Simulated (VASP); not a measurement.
# BN (Cm) in VASP: a series of runs

Runs on BN. Level: PBE+D3(BJ). Tasks: single point.

Program: VASP 6.6.1. These are calculated values, not measurements. Logs are shortened: lines on timing, memory, paths and dates and some standing lists are left out, and cuts for length are marked.

## Step 1: The cell of the first run

It takes space group Cm (No. 8, monoclinic). The conventional cell has a = 4.341 Å, b = 2.506 Å, c = 6.597 Å, α = 90.00°, β = 90.00°, γ = 90.00°. Within 1.8 Å of B (site symmetry m) lie 3 N at 1.36 to 1.76 Å. Within 1.9 Å of B (site symmetry m) lie 3 N at 1.45 Å. Within 1.9 Å of N (site symmetry m) lie 3 B at 1.45 Å. Within 1.8 Å of N (site symmetry m) lie 3 B at 1.36 to 1.76 Å.

## Step 2: Single point, PBE+D3(BJ) (atom 1 (B) moved by +0.288 Å along [1 2 0] and -0.288 Å along [0 0 1])

Input file INCAR:

```
SYSTEM = BN
ALGO = Normal
EDIFF = 1E-7
ENCUT = 520
GGA = PE
ISIF = 2
ISMEAR = 0
IVDW = 12
LASPH = .TRUE.
LCHARG = .TRUE.
LELF = .TRUE.
LREAL = .FALSE.
LVHAR = .TRUE.
LWAVE = .FALSE.
NBANDS = 16
NELM = 100
PREC = Accurate
SIGMA = 0.05
```

Input file KPOINTS:

```
k-points
0
G
  12 12 4
  0 0 0
```

Input file POSCAR:

```
BN
1.0
    2.5061233057      0.0000000000      0.0000000000
   -1.2530616528      2.1703664477      0.0000000000
    0.0000000000      0.0000000000      6.5973571420
B N
2 2
Direct
    0.0663482428      0.1326964856      0.4563461559
    0.3333333333      0.6666666667      0.0000000000
    0.0000000000      0.0000000000      0.0000000000
    0.6666666667      0.3333333333      0.5000000000
```

Potentials or basis: VASP PAW PBE potentials, release 64 (B, N).

Run with:

```bash
$ cat potpaw_PBE.64/B/POTCAR potpaw_PBE.64/N/POTCAR > POTCAR
$ mpirun -np 1 vasp_std > vasp.out
```

OUTCAR:

```text
SYSTEM = BN
   EDIFF = 1E-7
   ENCUT = 520
   GGA = PE
   ISIF = 2
   ISMEAR = 0
   IVDW = 12
   LASPH = .TRUE.
   LREAL = .FALSE.
   NELM = 100
   PREC = Accurate
 IVDW          = 12

 ion  position               nearest neighbor table
   1  0.066  0.133  0.456-   4 1.36   4 1.36   4 1.76
   2  0.333  0.667  0.000-   3 1.45   3 1.45   3 1.45
   3  0.000  0.000  0.000-   2 1.45   2 1.45   2 1.45
   4  0.667  0.333  0.500-   1 1.36   1 1.36   1 1.76

  LATTYP: Found a hexagonal cell.
 ALAT       =     2.5061233057
 C/A-ratio  =     2.6324950281

  Lattice vectors:

 A1 = (   2.5061233057,   0.0000000000,   0.0000000000)
 A2 = (  -1.2530616528,   2.1703664477,   0.0000000000)
 A3 = (   0.0000000000,   0.0000000000,   6.5973571420)

Analysis of symmetry for initial positions (statically):
=====================================================================
 Subroutine PRICEL returns:
 Original cell was already a primitive cell.

 Routine SETGRP: Setting up the symmetry group for a
 hexagonal supercell.

 Subroutine GETGRP returns: Found  2 space group operations
 (whereof  2 operations were pure point group operations)
 out of a pool of 24 trial point group operations.

The static configuration has the point symmetry C_1h.

Analysis of symmetry for dynamics (positions and initial velocities):
=====================================================================
 Subroutine PRICEL returns:
 Original cell was already a primitive cell.

 Routine SETGRP: Setting up the symmetry group for a
 hexagonal supercell.

 Subroutine GETGRP returns: Found  2 space group operations
 (whereof  2 operations were pure point group operations)
 out of a pool of 24 trial point group operations.

The dynamic configuration has the point symmetry C_1h.

 Subroutine INISYM returns: Found  2 space group operations
 (whereof  2 operations are pure point group operations),
 and found     1 'primitive' translations

----------------------------------------------------------------------------------------

                                     Primitive cell

  volume of cell :      35.8844

  direct lattice vectors                    reciprocal lattice vectors
     2.506123306  0.000000000  0.000000000     0.399022665  0.230375843  0.000000000
    -1.253061653  2.170366448  0.000000000     0.000000000  0.460751686  0.000000000
     0.000000000  0.000000000  6.597357142     0.000000000  0.000000000  0.151575847

  length of vectors
[... 87 lines left out ...]
   LREAL  =      F    real-space projection
   EDIFFG = 0.1E-05   stopping-criterion for IOM
   NSW    =      0    number of steps for IOM
   IBRION =     -1    ionic relax: 0-MD 1-quasi-New 2-CG
   NFREE  =      0    steps in history (QN), initial steepest desc. (CG)
   ISIF   =      2    stress and relaxation
   ISYM   =      2    0-nonsym 1-usesym 2-fastsym
   POTIM  = 0.5000    time-step for ionic-motion
   TEBEG  =    0.0;   TEEND  =   0.0 temperature during run
   PSTRESS=    0.0 pullay stress
   NELECT =      16.0000    total number of electrons
   NUPDOWN=      -1.0000    fix difference up-down
   EMIN   =  10.00;   EMAX   =-10.00  energy-range for DOS
   EFERMI =   0.00;   METHOD = LEGACY
   ISMEAR =     0;   SIGMA  =   0.05  broadening in eV -4-tet -1-fermi 0-gaus
   EFERMI_NEDOS =   21; number of points for ismear=-14 and -15
   IALGO  =     38    algorithm
   IMIX   =      4    mixing-type and parameters
     AMIX     =   0.40;   BMIX     =  1.00
     AMIX_MAG =   1.60;   BMIX_MAG =  1.00
  volume/ion in A,a.u.               =       8.97        60.54
  Fermi-wavevector in a.u.,A,eV,Ry     =   1.250680  2.363443 21.282251  1.564201
  Thomas-Fermi vector in A             =   2.384663
   LORBIT       =      0    0 simple, 1 ext, 2 COOP (PROOUT), +10 PAW based schemes
   GGA     = PE    functional components
   LHFCALC =     F    Hartree Fock is set to
   AEXX    =    0.0000 exact exchange contribution
   IVDW    =    12    specifies the selected vdW correction
   LEPSILON=     F    determine dielectric tensor
   LRPA    =     F    only Hartree local field effects (RPA)
 non-spin polarized calculation
 Gauss-broadening in eV      SIGMA  =   0.05
  energy-cutoff  :      520.00
  volume of cell :       35.88
 maximum number of plane-waves:       985
   NGX =  9   NGY =  9   NGZ = 25

 number of electron      15.9999998 magnetization

 Free energy of the ion-electron system (eV)
  ---------------------------------------------------
  ext. energy  EPLUGINS =         0.00000000
  ---------------------------------------------------
  free energy    TOTEN  =       -33.59535943 eV

  energy without entropy =      -33.59535943  energy(sigma->0) =      -33.59535943

 E-fermi :   4.7167     XC(G=0): -10.1527

 val. band max:        4.4391627794   @ k =   0.0000   0.0000   0.5000
 cond. band min:       5.8819275610   @ k =   0.5000   0.0000   0.5000
 fundamental gap:      1.4427647816
 Fermi energy:         4.7167485344

 k-point     1 :       0.0000    0.0000    0.0000
  band No.  band energies     occupation
      1     -15.6484      2.00000
      2     -14.9421      2.00000
      3      -4.0621      2.00000
      4      -1.6464      2.00000
      5      -1.1311      2.00000
      6       0.7062      2.00000
[... 433 lines left out ...]
      3      -5.5779      2.00000
      4      -5.3742      2.00000
      5      -2.1474      2.00000
      6      -0.4244      2.00000
[... 8 lines left out ...]
     15      18.2879      0.00000
     16      19.8376      0.00000

 [... further k-points ...]

------------------------ aborting loop because EDIFF is reached ----------------------------------------

 Edisp (eV)   -0.56989

 E8    (eV) :    -0.1673

  FORCE on cell =-STRESS in cart. coord.  units (eV):
  Direction    XX          YY          ZZ          XY          YZ          ZX
  --------------------------------------------------------------------------------------
  -------------------------------------------------------------------------------------
  Total       4.43922     1.20651    -0.95380     0.00000     1.49205     0.00000
  in kB     198.20369    53.86845   -42.58547     0.00000    66.61731     0.00000
  external pressure =       69.83 kB  Pullay stress =        0.00 kB

 VOLUME and BASIS-vectors are now :
 -----------------------------------------------------------------------------
  energy-cutoff  :      520.00
  volume of cell :       35.88
      direct lattice vectors                 reciprocal lattice vectors
     2.506123306  0.000000000  0.000000000     0.399022665  0.230375843  0.000000000
    -1.253061653  2.170366448  0.000000000     0.000000000  0.460751686  0.000000000
     0.000000000  0.000000000  6.597357142     0.000000000  0.000000000  0.151575847

 POSITION                                       TOTAL-FORCE (eV/Angst)
 -----------------------------------------------------------------------------------
      0.00000      0.28800      3.01068        -0.000000     -5.321084      2.659657
     -0.00000      1.44691      0.00000         0.000000      0.003409     -0.246102
      0.00000      0.00000      0.00000         0.000000      0.013181      0.205618
      1.25306      0.72346      3.29868         0.000000      5.304494     -2.619173
 -----------------------------------------------------------------------------------
    total drift:                                0.000001      0.000097     -0.000109

  FREE ENERGIE OF THE ION-ELECTRON SYSTEM (eV)
  ---------------------------------------------------
  free  energy   TOTEN  =       -34.1652507387 eV

  energy  without entropy=      -34.1652507387  energy(sigma->0) =      -34.16525074
```

stdout:

```text
POSCAR found type information on POSCAR B N
 POSCAR found :  2 types and       4 ions
 scaLAPACK will be used
 LDA part: xc-table for (Slater+PW92), standard interpolation
 POSCAR, INCAR and KPOINTS ok, starting setup
 FFT: planning ... GRIDC
 FFT: planning ... GRID_SOFT
 FFT: planning ... GRID
 WAVECAR not read
 entering main loop
```

Run time: 93 s. Hardware: 1 thread of Intel Xeon Platinum 8259CL at 2.50GHz (Skylake/Cascade Lake), shared host; peak memory 0.21 GiB.

What came out:

```
Free energy                : -34.1653 eV
Pressure                   : 7.0 GPa
Largest force              : 5.949 eV/Å
Band gap on the k mesh     : 1.44 eV, indirect (least direct gap 2.36 eV)
Dispersion energy per atom : -0.142 eV
```

Forces in eV/Å, atoms in the order of the input:
```
B    0.000 -5.321  2.660
B    0.000  0.003 -0.246
N    0.000  0.013  0.206
N    0.000  5.304 -2.619
```

Caveat: the cell differs from its parent crystal (atom 1 (B) moved by +0.288 Å along [1 2 0] and -0.288 Å along [0 0 1]); forces of over 1 eV/Å act on the atoms, so gaps and moduli don't describe the material at rest.

## Step 3: Single point, PBE+D3(BJ) (atom 1 (B) moved by +0.480 Å along [1 2 0] and -0.480 Å along [0 0 1])

Input file INCAR:

```
SYSTEM = BN
PREC = Accurate
ENCUT = 520
EDIFF = 1E-6
ISMEAR = 0
SIGMA = 0.05
LREAL = .False.
LASPH = .True.
NELM = 60
ALGO = Normal
ISIF = 2
LWAVE = .False.
LCHARG = .False.
GGA = PE
IVDW = 12
NBANDS = 16
```

Input file KPOINTS:

```
Automatic mesh
0
Gamma
  12 12 4
  0 0 0
```

POSCAR: that of step 2 with these lines changed.

```diff
@@ -8,3 +8,3 @@
 Direct
-    0.0663482428      0.1326964856      0.4563461559
+    0.1105804046      0.2211608093      0.4272435932
     0.3333333333      0.6666666667      0.0000000000
```

Potentials or basis: VASP PAW PBE potentials, release 64 (B, N).

Run with:

```bash
$ cat potpaw_PBE.64/B/POTCAR potpaw_PBE.64/N/POTCAR > POTCAR
$ mpirun -np 1 vasp_std > vasp.out
```

Run time: 86 s. Hardware: 1 thread of Intel Xeon Platinum 8259CL at 2.50GHz (Skylake/Cascade Lake), shared host; peak memory 0.22 GiB.

Results (log left out):

```
Free energy                : -32.7566 eV
Pressure                   : 9.5 GPa
Largest force              : 4.568 eV/Å
Band gap on the k mesh     : zero (band 8 reaches 5.30 eV, above the bottom of band 9 at 5.24 eV)
Dispersion energy per atom : -0.145 eV
```

Forces in eV/Å, atoms in the order of the input:
```
B    0.000 -2.852  3.568
B    0.000  0.003 -0.353
N    0.000  0.041  0.266
N    0.000  2.809 -3.482
```

Stress tensor (GPa, compression positive):
```
15.95  0.00  0.00
 0.00 21.48  5.57
 0.00  5.57 -9.08
```

Levels at points of the mesh, in eV from the Fermi level:
| k point | band 6 | band 7 | band 8 | band 9 | band 10 | band 11 |
| --- | --- | --- | --- | --- | --- | --- |
| (0.00, 0.00, 0.00) | -4.86 | -4.86 | 0.00 | 0.48 | 6.60 | 7.45 |
| (0.50, 0.00, 0.00) | -4.71 | -3.58 | -2.80 | 0.06 | 1.75 | 3.29 |
| (0.00, 0.50, 0.00) | -7.45 | -4.86 | -4.12 | 1.26 | 3.34 | 5.76 |
| (0.00, 0.00, 0.50) | -4.86 | -4.86 | 0.04 | 1.74 | 5.25 | 7.24 |
| (0.50, 0.00, 0.50) | -4.60 | -3.54 | -2.79 | -0.02 | 1.31 | 3.42 |
| (0.00, 0.50, 0.50) | -7.46 | -4.67 | -4.19 | 0.98 | 3.22 | 5.70 |

Caveat: the cell differs from its parent crystal (atom 1 (B) moved by +0.480 Å along [1 2 0] and -0.480 Å along [0 0 1]); forces of over 1 eV/Å act on the atoms, so gaps and moduli don't describe the material at rest.

## Step 4: Single point, PBE+D3(BJ) (atom 1 (B) moved by +0.480 Å along [1 2 0] and -0.288 Å along [0 0 1])

INCAR: that of step 3 with these lines changed.

```diff
@@ -8,3 +8,3 @@
 LASPH = .True.
-NELM = 60
+NELM = 80
 ALGO = Normal
```

Input file KPOINTS:

```
regular mesh
0
Gamma
  12 12 4
  0 0 0
```

POSCAR: that of step 3 with these lines changed.

```diff
@@ -8,3 +8,3 @@
 Direct
-    0.1105804046      0.2211608093      0.4272435932
+    0.1105804046      0.2211608093      0.4563461559
     0.3333333333      0.6666666667      0.0000000000
```

Run with:

```bash
$ cat potpaw_PBE.64/B/POTCAR potpaw_PBE.64/N/POTCAR > POTCAR
$ mpirun -np 1 vasp_std > vasp.out
```

Run time: 90 s. Hardware: 1 thread of Intel Xeon Platinum 8259CL at 2.50GHz (Skylake/Cascade Lake), shared host; peak memory 0.21 GiB.

Results (log left out):

* Free energy: -33.2362 eV
* Pressure: 17.0 GPa
* Largest force: 4.180 eV/Å
* Band gap on the k mesh: 0.91 eV, indirect (least direct gap 2.06 eV)
* Dispersion energy per atom: -0.144 eV

Forces on the atoms (eV/Å):
```
B    0.000 -3.895  1.518
B    0.000  0.004 -0.242
N    0.000  0.023  0.195
N    0.000  3.868 -1.471
```

Stress tensor (GPa, compression positive):
```
33.30  0.00  0.00
 0.00 20.57  4.72
 0.00  4.72 -2.77
```

Levels at points of the mesh, in eV from the valence-band top:
```csv
k point,band 5,band 6,band 7,band 8,band 9,band 10,band 11,band 12
"(0.00, 0.00, 0.00)",-6.40,-3.99,-3.99,0.00,2.06,7.24,8.00,8.93
"(0.50, 0.00, 0.00)",-6.78,-3.77,-3.09,-2.76,0.99,2.57,3.72,7.13
"(0.00, 0.50, 0.00)",-8.51,-6.78,-4.53,-3.51,2.15,5.36,6.91,7.40
"(0.00, 0.00, 0.50)",-7.21,-3.99,-3.99,0.00,3.64,5.67,7.68,8.92
"(0.50, 0.00, 0.50)",-6.78,-3.66,-3.05,-2.76,0.91,2.09,3.84,7.29
"(0.00, 0.50, 0.50)",-8.51,-6.78,-4.40,-3.54,1.97,5.00,6.98,7.66
```

Caveat: the cell differs from its parent crystal (atom 1 (B) moved by +0.480 Å along [1 2 0] and -0.288 Å along [0 0 1]); forces of over 1 eV/Å act on the atoms, so gaps and moduli don't describe the material at rest.

## Step 5: Single point, PBE+D3(BJ) (atom 1 (B) moved by -0.288 Å along [1 2 0] and -0.288 Å along [0 0 1])

Input file INCAR:

```
SYSTEM = BN
PREC = Accurate
ENCUT = 520
EDIFF = 1E-6
ISMEAR = 0
SIGMA = 0.05
LREAL = .FALSE.
LASPH = .TRUE.
NELM = 80
ALGO = Normal
ISIF = 2
LWAVE = .FALSE.
LCHARG = .FALSE.
GGA = PE
IVDW = 12
NBANDS = 16
```

Input file KPOINTS:

```
Automatic mesh
0
G
  12 12 4
  0 0 0
```

POSCAR: that of step 4 with these lines changed.

```diff
@@ -8,3 +8,3 @@
 Direct
-    0.1105804046      0.2211608093      0.4563461559
+   -0.0663482428     -0.1326964856      0.4563461559
     0.3333333333      0.6666666667      0.0000000000
```

Run with:

```bash
$ cat potpaw_PBE.64/B/POTCAR potpaw_PBE.64/N/POTCAR > POTCAR
$ mpirun -np 1 vasp_std > vasp.out
```

Run time: 71 s. Hardware: 1 thread of AMD EPYC 9R45 (Zen 5), shared host; peak memory 0.18 GiB.

It converged, with:

| Quantity | Value |
| --- | --- |
| Free energy | -33.1900 eV |
| Pressure | 16.1 GPa |
| Largest force | 16.510 eV/Å |
| Band gap on the k mesh | 1.42 eV, indirect (least direct gap 2.69 eV) |
| Dispersion energy per atom | -0.142 eV |

Forces in eV/Å, atoms in the order of the input:
```
B     0.000  16.464   1.230
B     0.000  -0.008  -0.243
N     0.000   0.007   0.203
N     0.000 -16.463  -1.191
```

Stress tensor (GPa, compression positive):
```
 -0.10   0.00   0.00
  0.00  50.91 -21.08
  0.00 -21.08  -2.44
```

Levels at points of the mesh, in eV from the valence-band top:
| k point | band 6 | band 7 | band 8 | band 9 | band 10 | band 11 |
| --- | --- | --- | --- | --- | --- | --- |
| (0.00, 0.00, 0.00) | -3.52 | -3.52 | 0.00 | 2.69 | 6.91 | 8.08 |
| (0.50, 0.00, 0.00) | -5.23 | -3.64 | -2.87 | 2.46 | 3.99 | 5.87 |
| (0.00, 0.50, 0.00) | -4.19 | -3.26 | -2.51 | 1.64 | 2.92 | 7.59 |
| (0.00, 0.00, 0.50) | -3.52 | -3.52 | 0.00 | 4.28 | 6.19 | 6.91 |
| (0.50, 0.00, 0.50) | -5.24 | -3.41 | -3.00 | 2.51 | 3.46 | 5.97 |
| (0.00, 0.50, 0.50) | -4.19 | -3.15 | -2.44 | 1.42 | 2.62 | 7.74 |

Caveat: the cell differs from its parent crystal (atom 1 (B) moved by -0.288 Å along [1 2 0] and -0.288 Å along [0 0 1]); forces of over 1 eV/Å act on the atoms, so gaps and moduli don't describe the material at rest.
